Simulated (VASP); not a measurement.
# Be3Bi (P6/mmm) in VASP: further runs

Be3Bi is run at these levels: PBE; tasks: relaxation of cell and atoms, single point.

All numbers are computed with VASP 6.6.1; they aren't measurements. Logs are shortened: lines on timing, memory, paths and dates and some standing lists are left out, and cuts for length are marked.

## 1. The cell of the first run

The structure is hexagonal, space group P6/mmm (No. 191). Conventional cell: a = 7.126 Å, b = 7.126 Å, c = 5.101 Å, α = 90.00°, β = 90.00°, γ = 120.00°. Be (site symmetry 2mm) has 1 Be at 2.07 Å and 2 Bi at 2.55 Å within 2.7 Å. Bi (site symmetry -6m2) has 6 Be at 2.55 Å within 3.4 Å.

The cell was generated, and may not be a known phase.

## 2. Relaxation of cell and atoms, PBE

Contents of INCAR:

```
  PREC = Accurate
  ENCUT = 600
  EDIFF = 1E-7
  ISMEAR = 0
  SIGMA = 0.1
  LREAL = F
  LASPH = T
  NELM = 120
  ALGO = Normal
  ISIF = 3
  LWAVE = F
  LCHARG = F
  GGA = PE
  IBRION = 2
  NSW = 100
  EDIFFG = -0.01
  GGA_COMPAT = F
  NELMIN = 4
```

Contents of KPOINTS:

```
Automatic mesh
0
Gamma
  6 6 8
```

Contents of POSCAR:

```
Be3Bi
1.0
    7.1260795002      0.0000000000      0.0000000000
   -3.5630397501      6.1713658766      0.0000000000
    0.0000000000      0.0000000000      5.1013158362
Be Bi
6 2
Direct
    0.5000000000      0.0000000000      0.2032009913
    0.0000000000      0.5000000000      0.2032009913
    0.5000000000      0.5000000000      0.2032009913
    0.5000000000      0.0000000000      0.7967990087
    0.0000000000      0.5000000000      0.7967990087
    0.5000000000      0.5000000000      0.7967990087
    0.6666666667      0.3333333333      0.5000000000
    0.3333333333      0.6666666667      0.5000000000
```

Potentials or basis: VASP PAW PBE potentials, release 64 (Be, Bi_d).

On the command line:

```
$ cat potpaw_PBE.64/Be/POTCAR potpaw_PBE.64/Bi_d/POTCAR > POTCAR
$ mpirun -np 1 vasp_std > vasp.out
```

OUTCAR:

```text
PREC = Accurate
   ENCUT = 600
   EDIFF = 1E-7
   ISMEAR = 0
   LREAL = F
   LASPH = T
   NELM = 120
   ISIF = 3
   GGA = PE
   IBRION = 2
   NSW = 100
   EDIFFG = -0.01
   NELMIN = 4

 ion  position               nearest neighbor table
   1  0.500  0.000  0.203-   4 2.07   7 2.55   8 2.55
   2  0.000  0.500  0.203-   5 2.07   7 2.55   8 2.55
   3  0.500  0.500  0.203-   6 2.07   7 2.55   8 2.55
   4  0.500  0.000  0.797-   1 2.07   7 2.55   8 2.55
   5  0.000  0.500  0.797-   2 2.07   7 2.55   8 2.55
   6  0.500  0.500  0.797-   3 2.07   7 2.55   8 2.55
   7  0.667  0.333  0.500-   2 2.55   5 2.55   4 2.55   1 2.55   3 2.55   6 2.55
   8  0.333  0.667  0.500-   2 2.55   5 2.55   4 2.55   1 2.55   3 2.55   6 2.55

  LATTYP: Found a hexagonal cell.
 ALAT       =     7.1260795002
 C/A-ratio  =     0.7158656925

  Lattice vectors:

 A1 = (   7.1260795002,   0.0000000000,   0.0000000000)
 A2 = (  -3.5630397501,   6.1713658766,   0.0000000000)
 A3 = (   0.0000000000,   0.0000000000,   5.1013158362)

Analysis of symmetry for initial positions (statically):
=====================================================================
 Subroutine PRICEL returns:
 Original cell was already a primitive cell.

 Routine SETGRP: Setting up the symmetry group for a
 hexagonal supercell.

 Subroutine GETGRP returns: Found 24 space group operations
 (whereof 24 operations were pure point group operations)
 out of a pool of 24 trial point group operations.

The static configuration has the point symmetry D_6h.

Analysis of symmetry for dynamics (positions and initial velocities):
=====================================================================
 Subroutine PRICEL returns:
 Original cell was already a primitive cell.

 Routine SETGRP: Setting up the symmetry group for a
 hexagonal supercell.

 Subroutine GETGRP returns: Found 24 space group operations
 (whereof 24 operations were pure point group operations)
 out of a pool of 24 trial point group operations.

The dynamic configuration has the point symmetry D_6h.

 Subroutine INISYM returns: Found 24 space group operations
 (whereof 24 operations are pure point group operations),
 and found     1 'primitive' translations

----------------------------------------------------------------------------------------

                                     Primitive cell

  volume of cell :     224.3439

  direct lattice vectors                    reciprocal lattice vectors
     7.126079500  0.000000000  0.000000000     0.140329616  0.081019342  0.000000000
    -3.563039750  6.171365877  0.000000000     0.000000000  0.162038683  0.000000000
     0.000000000  0.000000000  5.101315836     0.000000000  0.000000000  0.196027855

  length of vectors
     7.126079500  7.126079500  5.101315836     0.162038683  0.162038683  0.196027855

  position of ions in fractional coordinates (direct lattice)
     0.500000000  0.000000000  0.203200991
     0.000000000  0.500000000  0.203200991
     0.500000000  0.500000000  0.203200991
     0.500000000  0.000000000  0.796799009
     0.000000000  0.500000000  0.796799009
     0.500000000  0.500000000  0.796799009
     0.666666667  0.333333333  0.500000000
     0.333333333  0.666666667  0.500000000

  ion indices of the primitive-cell ions
   primitive index   ion index
                 1           1
                 2           2
                 3           3
                 4           4
                 5           5
                 6           6
                 7           7
                 8           8

----------------------------------------------------------------------------------------

 KPOINTS: Automatic mesh

Automatic generation of k-mesh.
 Grid dimensions read from file:
 generate k-points for:    6    6    8

 Generating k-lattice:

  Cartesian coordinates                     Fractional coordinates (reciprocal lattice)
     0.023388269  0.013503224  0.000000000     0.166666667 -0.000000000  0.000000000
     0.000000000  0.027006447  0.000000000     0.000000000  0.166666667  0.000000000
     0.000000000  0.000000000  0.024503482     0.000000000  0.000000000  0.125000000

  Length of vectors
     0.027006447  0.027006447  0.024503482

  Shift w.r.t. Gamma in fractional coordinates (k-lattice)
     0.000000000  0.000000000  0.000000000

 Subroutine IBZKPT returns following result:
 ===========================================

 Found     35 irreducible k-points:

 Following reciprocal coordinates:
            Coordinates               Weight
  0.000000  0.000000  0.000000      1.000000
  0.166667  0.000000  0.000000      6.000000
  0.333333 -0.000000  0.000000      6.000000
  0.500000  0.000000  0.000000      3.000000
  0.166667  0.166667  0.000000      6.000000
  0.333333  0.166667  0.000000     12.000000
[... 16 lines left out ...]
  0.166667  0.000000  0.375000     12.000000
  0.333333 -0.000000  0.375000     12.000000
 [... further k-points ...]
   k-points           NKPTS =     35   k-points in BZ     NKDIM =     35   number of bands    NBANDS=     26
   number of dos      NEDOS =    301   number of ions     NIONS =      8
   total plane-waves  NPLWV = 151200
   dimension x,y,z NGX =    60 NGY =   60 NGZ =   42
   dimension x,y,z NGXF=   120 NGYF=  120 NGZF=   84
   ions per type =               6   2
   NGX,Y,Z   is equivalent  to a cutoff of  14.00, 14.00, 13.69 a.u.
   NGXF,Y,Z  is equivalent  to a cutoff of  28.00, 28.00, 27.37 a.u.
 SYSTEM =  unknown system
   PREC   = accura    normal or accurate (medium, high low for compatibility)
   ISTART =      0    job   : 0-new  1-cont  2-samecut
   ICHARG =      2    charge: 1-file 2-atom 10-const
   ISPIN  =      1    spin polarized calculation?
   LNONCOLLINEAR =      F non collinear calculations
   LSORBIT =      F    spin-orbit coupling
   LASPH  =      T    aspherical Exc in radial PAW
   ENCUT  =  600.0 eV  44.10 Ry    6.64 a.u.  14.23 14.23 10.19*2*pi/ulx,y,z
   NELM   =    120;   NELMIN=  4; NELMDL= -5     # of ELM steps
   EDIFF  = 0.1E-06   stopping-criterion for ELM
   LREAL  =      F    real-space projection
   EDIFFG = -.1E-01   stopping-criterion for IOM
   NSW    =    100    number of steps for IOM
   IBRION =      2    ionic relax: 0-MD 1-quasi-New 2-CG
   NFREE  =      1    steps in history (QN), initial steepest desc. (CG)
   ISIF   =      3    stress and relaxation
   ISYM   =      2    0-nonsym 1-usesym 2-fastsym
   POTIM  = 0.5000    time-step for ionic-motion
   TEBEG  =    0.0;   TEEND  =   0.0 temperature during run
   PSTRESS=    0.0 pullay stress
   NELECT =      42.0000    total number of electrons
   NUPDOWN=      -1.0000    fix difference up-down
   EMIN   =  10.00;   EMAX   =-10.00  energy-range for DOS
   EFERMI =   0.00;   METHOD = LEGACY
   ISMEAR =     0;   SIGMA  =   0.10  broadening in eV -4-tet -1-fermi 0-gaus
   EFERMI_NEDOS =   21; number of points for ismear=-14 and -15
   IALGO  =     38    algorithm
   IMIX   =      4    mixing-type and parameters
     AMIX     =   0.40;   BMIX     =  1.00
     AMIX_MAG =   1.60;   BMIX_MAG =  1.00
  volume/ion in A,a.u.               =      28.04       189.24
  Fermi-wavevector in a.u.,A,eV,Ry     =   0.936526  1.769778 11.933413  0.877081
  Thomas-Fermi vector in A             =   2.063544
   LORBIT       =      0    0 simple, 1 ext, 2 COOP (PROOUT), +10 PAW based schemes
   GGA     = PE    functional components
   LHFCALC =     F    Hartree Fock is set to
   AEXX    =    0.0000 exact exchange contribution
   IVDW    =     0    specifies the selected vdW correction
   LEPSILON=     F    determine dielectric tensor
   LRPA    =     F    only Hartree local field effects (RPA)
 conjugate gradient relaxation of ions
 non-spin polarized calculation
 Gauss-broadening in eV      SIGMA  =   0.10
  energy-cutoff  :      600.00
  volume of cell :      224.34
 maximum number of plane-waves:      7526
 NGX is ok and might be reduce to    60
   NGX = 29   NGY = 29   NGZ = 21

--------------------------------------- Ionic step        1  -------------------------------------------

 number of electron      41.9999997 magnetization

 Free energy of the ion-electron system (eV)
  ---------------------------------------------------
  ext. energy  EPLUGINS =         0.00000000
  ---------------------------------------------------
  free energy    TOTEN  =       -21.13955822 eV

  energy without entropy =      -21.12730379  energy(sigma->0) =      -21.13343100

------------------------ aborting loop because EDIFF is reached ----------------------------------------

  FORCE on cell =-STRESS in cart. coord.  units (eV):
  Direction    XX          YY          ZZ          XY          YZ          ZX
  --------------------------------------------------------------------------------------
  -------------------------------------------------------------------------------------
  Total       -0.0056474     -0.0056474     -0.5499982      0.0000000     -0.0000000      0.0000000
  in kB       -0.0403318     -0.0403318     -3.9278754      0.0000000     -0.0000000      0.0000000
  external PRESSURE =      -1.3361797 kB  Pullay stress =       0.0000000 kB
[... 107 lines left out ...]
  FREE ENERGIE OF THE ION-ELECTRON SYSTEM (eV)
  ---------------------------------------------------
  free  energy   TOTEN  =       -21.1428896523 eV

  energy  without entropy=      -21.1289074040  energy(sigma->0) =      -21.13589853

[... ionic steps 4 to 12 ...]

--------------------------------------- Ionic step       13  -------------------------------------------

 number of electron      41.9999997 magnetization

------------------------ aborting loop because EDIFF is reached ----------------------------------------
[... 79 lines left out ...]
--------------------------------------- Ionic step       15  -------------------------------------------

 number of electron      41.9999998 magnetization

 Free energy of the ion-electron system (eV)
  ---------------------------------------------------
  ext. energy  EPLUGINS =         0.00000000
  ---------------------------------------------------
  free energy    TOTEN  =       -21.17552417 eV

  energy without entropy =      -21.16445552  energy(sigma->0) =      -21.16998985

 E-fermi :   1.8712     XC(G=0):  -6.9594

 val. band max:        1.8307076400   @ k =   0.5000   0.0000   0.3750
 cond. band min:       1.8902485086   @ k =   0.3333   0.3333   0.2500
 fundamental gap:      0.0595408686
 Fermi energy:         1.8711685609

 k-point     1 :       0.0000    0.0000    0.0000
  band No.  band energies     occupation
      1     -20.8574      2.00000
      2     -20.8574      2.00000
      3     -20.8448      2.00000
      4     -20.8448      2.00000
      5     -20.8280      2.00000
      6     -20.8280      2.00000
[... 685 lines left out ...]
     25       3.7466      0.00000
     26       4.3241      0.00000

 [... further k-points ...]

------------------------ aborting loop because EDIFF is reached ----------------------------------------

  FORCE on cell =-STRESS in cart. coord.  units (eV):
  Direction    XX          YY          ZZ          XY          YZ          ZX
  --------------------------------------------------------------------------------------
  -------------------------------------------------------------------------------------
  Total        0.0327124      0.0327124      0.0392254      0.0000000      0.0000000     -0.0000000
  in kB        0.2287075      0.2287075      0.2742431      0.0000000      0.0000000     -0.0000000
  external PRESSURE =       0.2438861 kB  Pullay stress =       0.0000000 kB
[... 23 lines left out ...]
  FREE ENERGIE OF THE ION-ELECTRON SYSTEM (eV)
  ---------------------------------------------------
  free  energy   TOTEN  =       -21.1755241727 eV

  energy  without entropy=      -21.1644555244  energy(sigma->0) =      -21.16998985

 reached required accuracy - stopping structural energy minimisation
```

It took 21 min on 1 thread of Intel Xeon 6975P-C (Granite Rapids), shared host; peak memory 0.57 GiB.

What came out:

```
Free energy                           : -21.1755 eV
Relaxed volume                        : 28.65 Å³/atom
Relaxed cell                          : a = 7.371 Å, b = 7.371 Å, c = 4.870 Å, α = 90.00°, β = 90.00°, γ = 120.00°
Space group after relaxing (to 0.1 Å) : P6/mmm (No. 191)
Energy gained by relaxing             : 4.5 meV/atom
Ionic steps                           : 15
Pressure after relaxing               : 0.0 GPa
Band gap on the k mesh                : zero (bands 21 and 22 overlap by 0.88 eV)
```

Forces in eV/Å, atoms in the order of the input:
```
Be   0.000  0.000  0.003
Be   0.000  0.000  0.003
Be   0.000  0.000  0.003
Be   0.000  0.000 -0.003
Be   0.000  0.000 -0.003
Be   0.000  0.000 -0.003
Bi   0.000  0.000  0.000
Bi   0.000  0.000  0.000
```

Step by step:
| step | energy change (eV) | largest force (eV/Å) | pressure (GPa) | volume (Å³) |
| --- | --- | --- | --- | --- |
| 1 | 0.0000 | 0.0374 | -0.13 | 224.34 |
| 2 | -0.0019 | 0.0427 | 0.00 | 223.58 |
| 3 | -0.0033 | 0.0541 | 0.29 | 222.01 |
| 4 | -0.0044 | 0.0487 | 0.31 | 222.06 |
| 5 | -0.0075 | 0.0328 | 0.36 | 222.18 |
| 6 | -0.0133 | 0.0027 | 0.45 | 222.42 |
| 7 | -0.0208 | 0.0603 | 0.64 | 222.83 |
| 8 | -0.0239 | 0.0609 | 0.58 | 223.55 |
| 9 | -0.0307 | 0.0641 | 0.40 | 225.71 |
| 10 | -0.0320 | 0.0720 | 0.06 | 230.00 |
| 11 | -0.0335 | 0.0679 | 0.20 | 228.22 |
| 12 | -0.0345 | 0.0487 | 0.16 | 228.39 |
| 13 | -0.0358 | 0.0012 | 0.08 | 228.84 |
| 14 | -0.0359 | 0.0128 | 0.06 | 228.94 |
| 15 | -0.0360 | 0.0026 | 0.02 | 229.16 |

Final structure:
```cif
data_structure
_symmetry_space_group_name_H-M 'P 1'
_symmetry_Int_Tables_number 1
_cell_length_a 7.3709
_cell_length_b 7.3709
_cell_length_c 4.8705
_cell_angle_alpha 90.000
_cell_angle_beta 90.000
_cell_angle_gamma 120.000
_cell_volume 229.16
loop_
_atom_site_label
_atom_site_type_symbol
_atom_site_fract_x
_atom_site_fract_y
_atom_site_fract_z
_atom_site_occupancy
Be1 Be 0.50000 0.00000 0.21267 1
Be2 Be 0.00000 0.50000 0.21267 1
Be3 Be 0.50000 0.50000 0.21267 1
Be4 Be 0.50000 0.00000 0.78733 1
Be5 Be 0.00000 0.50000 0.78733 1
Be6 Be 0.50000 0.50000 0.78733 1
Bi1 Bi 0.66667 0.33333 0.50000 1
Bi2 Bi 0.33333 0.66667 0.50000 1
```

Levels at points of the mesh, in eV from the Fermi level:
```csv
k point,band 17,band 18,band 19,band 20,band 21,band 22,band 23,band 24,band 25,band 26
"(0.00, 0.00, 0.00)",-2.80,-2.76,-1.96,-0.96,-0.96,1.10,1.23,1.23,1.79,2.23
"(0.50, 0.00, 0.00)",-2.27,-2.24,-2.08,-1.68,-0.99,-0.18,0.40,1.89,2.07,2.55
"(0.00, 0.00, 0.50)",-2.31,-2.31,-2.19,-2.19,0.33,0.33,1.18,1.28,2.83,2.83
"(0.50, 0.00, 0.50)",-3.01,-2.41,-1.69,-1.33,-0.06,1.02,1.19,1.60,1.64,1.80
```

Caveat: spin-orbit coupling is left out, which moves the levels of the heavy elements.

(Continued in part 2 of 2.)

The gap in the log of VASP goes by the Fermi energy; the results here count the filled bands.